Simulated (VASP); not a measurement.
A run of VASP 6.6.1 is set up as follows.

The input INCAR:

```
SYSTEM = Bi2S3
ALGO = Normal
EDIFF = 1E-6
ENCUT = 520
GGA = PE
ISIF = 2
ISMEAR = -1
LASPH = .TRUE.
LCHARG = .FALSE.
LREAL = .FALSE.
LWAVE = .FALSE.
NBANDS = 32
NELM = 80
PREC = Accurate
SIGMA = 0.02
```

File KPOINTS:

```
k-points
0
G
  8 8 8
  0 0 0
```

File POSCAR:

```
Bi2S3
1.0
    2.0477865187      1.1822900979      9.1509671773
   -2.0477865187      1.1822900979      9.1509671773
    0.0000000000     -2.3645801957      9.1509671773
Bi S
2 3
Direct
    0.4000405071      0.4000405071      0.4000405071
    0.5999594929      0.5999594929      0.5999594929
    0.2160386045      0.2160386045      0.2160386045
    0.7839613955      0.7839613955      0.7839613955
    0.0000000000      0.0000000000      0.0000000000
```

Potentials or basis: VASP PAW PBE potentials, release 64 (Bi_d, S).

Launch:

```bash
$ cat potpaw_PBE.64/Bi_d/POTCAR potpaw_PBE.64/S/POTCAR > POTCAR
$ mpirun -np 1 vasp_std > vasp.out
```

**Question.** What does it give for the pressure?

**Answer.** 0.7 GPa.

**Question.** Estimate the largest force.

**Answer.** 0.103 eV/Å.

**Question.** Predict the band gap on the k mesh.

**Answer.** 0.60 eV.

Stress tensor (GPa, compression positive):
```
0.17 0.00 0.00
0.00 0.17 0.00
0.00 0.00 1.91
```

Caveat: the cell differs from its parent crystal (epitaxial xy strain +2.0%); spin-orbit coupling is left out, which moves the levels of the heavy elements. A k mesh can miss the band edges.
